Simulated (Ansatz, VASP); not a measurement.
Rh in VASP and in Ansatz

INCAR

```
PREC = Accurate ; ENCUT = 600
EDIFF = 1E-6 ; ISMEAR = -1
SIGMA = 0.05 ; LREAL = False
LASPH = True ; NELM = 100
ALGO = Normal ; ISIF = 3
LWAVE = False ; LCHARG = False
GGA = PS ; IBRION = 2
NSW = 60 ; EDIFFG = -0.005
```

The input KPOINTS:

```
regular mesh
0
Gamma
  17 17 17
```

Contents of POSCAR:

```
Rh
1.0
    0.0000000000      1.9014762304      1.9014762304
    1.9014762304      0.0000000000      1.9014762304
    1.9014762304      1.9014762304      0.0000000000
Rh
1
Direct
    0.0000000000      0.0000000000      0.0000000000
```

Input for Ansatz:

```yaml
crystal:
  lattice:
    - [0.0, 1.9014762304, 1.9014762304]
    - [1.9014762304, 0.0, 1.9014762304]
    - [1.9014762304, 1.9014762304, 0.0]
  atoms:
    - { symbol: Rh, position: [0.0, 0.0, 0.0] }
kpoints:
  mp_grid: { grid: [17, 17, 17] }
scf:
  occupations: { method: fermi_dirac, width: 0.05 }
hamiltonian:
  xc: pbesol
  pseudopotentials: { kind: paw }
output:
  forces: true
  stress: true
relax:
  f_tol: 0.005
  max_steps: 40
  cell: {}
```

Alike in both runs: task relaxation of cell and atoms; functional PBEsol; k mesh 17 × 17 × 17; occupations fermi-dirac, width 0.05 eV; no spin polarisation.

|  | VASP | Ansatz |
| --- | --- | --- |
| version | VASP 6.6.1 | Ansatz 0.2.0 |
| potentials or method | VASP PAW PBE potentials, release 64 (Rh_pv) | PAW with Ansatz's default frozen-core files, scalar-relativistic |
| plane-wave cutoff (eV) | 600 | 420 |
| valence electrons in the cell | 15 | 17 |

|  | VASP | Ansatz | Ansatz less VASP |
| --- | --- | --- | --- |
| relaxed volume (Å³/atom) | 13.50 | 13.50 | +0.007 |
| relaxed length of the cell vector where the two differ most in proportion (Å) | 2.672 | 2.673 | +0.0004 |

VASP's potentials were made for PBE, not for PBEsol. VASP's potentials hold 15 valence electrons a cell and Ansatz's 17, so a difference there can come from the potentials and not from the codes.
